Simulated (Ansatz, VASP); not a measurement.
# SrTiO3: VASP beside Ansatz

File INCAR:

```
SYSTEM = SrTiO3
  PREC = Accurate
  ENCUT = 520
  EDIFF = 1E-6
  ISMEAR = 0
  SIGMA = 0.05
  LREAL = .False.
  LASPH = .True.
  NELM = 150
  ALGO = Normal
  ISIF = 2
  LWAVE = .False.
  LCHARG = .False.
  ISPIN = 2
  MAGMOM = 0 0 1 -1 0 0 0 0 0 0
  LORBIT = 11
  LMAXMIX = 4
  GGA = PE
  NBANDS = 55
```

Contents of KPOINTS:

```
regular mesh
0
Gamma
  6 6 6
  0 0 0
```

Contents of POSCAR:

```
SrTiO3
1.0
    0.0000000000      3.9364552807      3.9364552807
    3.9364552807      0.0000000000      3.9364552807
    3.9364552807      3.9364552807      0.0000000000
Sr Ti O
2 2 6
Direct
    0.2500000000      0.2500000000      0.2500000000
    0.7500000000      0.7500000000      0.7500000000
    0.0000000000      0.0000000000      0.0000000000
    0.5000000000      0.5000000000      0.5000000000
   -0.2500000000      0.2500000000      0.2500000000
    0.2500000000     -0.2500000000      0.2500000000
    0.2500000000      0.2500000000     -0.2500000000
    0.2500000000      0.7500000000      0.7500000000
    0.7500000000      0.2500000000      0.7500000000
    0.7500000000      0.7500000000      0.2500000000
```

Input for Ansatz:

```yaml
crystal:
  lattice:
    - [0.0, 3.9364552807, 3.9364552807]
    - [3.9364552807, 0.0, 3.9364552807]
    - [3.9364552807, 3.9364552807, 0.0]
  atoms:
    - { symbol: Sr, position: [0.25, 0.25, 0.25] }
    - { symbol: Ti, position: [0.0, 0.0, 0.0], spin: 1.0 }
    - { symbol: O, position: [-0.25, 0.25, 0.25] }
    - { symbol: O, position: [0.25, -0.25, 0.25] }
    - { symbol: O, position: [0.25, 0.25, -0.25] }
    - { symbol: Sr, position: [0.75, 0.75, 0.75] }
    - { symbol: Ti, position: [0.5, 0.5, 0.5], spin: -1.0 }
    - { symbol: O, position: [0.25, 0.75, 0.75] }
    - { symbol: O, position: [0.75, 0.25, 0.75] }
    - { symbol: O, position: [0.75, 0.75, 0.25] }
basis:
  ecutwfc: 420
  ecutrho_ratio: 4
kpoints:
  mp_grid: { grid: [6, 6, 6] }
hamiltonian:
  xc: pbe
scf:
  occupations: { method: gaussian, width: 0.05 }
  lower_state_search: "off"
output:
  forces: true
  stress: true
  eigenvalues: true
  populations: true
magnetization:
  spin_polarized: true
```

Alike in both runs: task single point; functional PBE; k mesh 6 × 6 × 6; occupations gaussian, width 0.05 eV; collinear spin.

```csv
,VASP,Ansatz
version,VASP 6.6.1,Ansatz 0.2.0
potentials or method,"VASP PAW PBE potentials, release 64 (Sr_sv, Ti_sv, O), cutoff 520 eV","scalar-relativistic, plane waves, PAW"
valence electrons in the cell,80,80
```

|  | VASP | Ansatz | Ansatz less VASP |
| --- | --- | --- | --- |
| gap on the k mesh at the Fermi level (eV) | 1.81 | 1.84 | +0.030 |
| least direct gap on the mesh (eV) | 1.81 | 1.84 | +0.030 |
| pressure (GPa) | 0.6 | 0.0 | -0.62 |
| net moment per atom (μB) | 0.00 | 0.00 | 0.000 |

Ansatz's warnings: seeded moment not kept.
